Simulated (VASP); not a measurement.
A run of VASP 6.6.1 is set up as follows.

File INCAR:

```
PREC = Accurate ; ENCUT = 520
EDIFF = 1E-6 ; ISMEAR = 1
SIGMA = 0.1 ; LREAL = False
LASPH = True ; NELM = 100
ALGO = Normal ; ISIF = 2
LWAVE = False ; LCHARG = False
GGA = CA ; NBANDS = 22
```

File KPOINTS:

```
Automatic mesh
0
Gamma
  7 7 4
```

The input POSCAR:

```
Ti2O
1.0
    2.9194000000      0.0000000000      0.0000000000
   -1.4597000000      2.5282750000      0.0000000000
    0.0000000000      0.0000000000      4.7130000000
Ti O
2 1
Direct
    0.6641428533      0.3317998752      0.2661457479
    0.3236045263      0.6754378452      0.7347359451
   -0.0053379319     -0.0009152783      0.0030142396
```

Potentials or basis: VASP PAW LDA potentials, release 64 (Ti_sv, O).

Command:

```bash
$ cat potpaw_LDA.64/Ti_sv/POTCAR potpaw_LDA.64/O/POTCAR > POTCAR
$ mpirun -np 1 vasp_std > vasp.out
```

Predict the band gap on the k mesh.

zero (bands 15 and 16 overlap by 0.50 eV).

Predict the largest force.

0.348 eV/Å.

Forces on the atoms (eV/Å):
```
Ti  -0.059  0.019 -0.132
Ti   0.154 -0.133  0.283
O   -0.095  0.114 -0.151
```
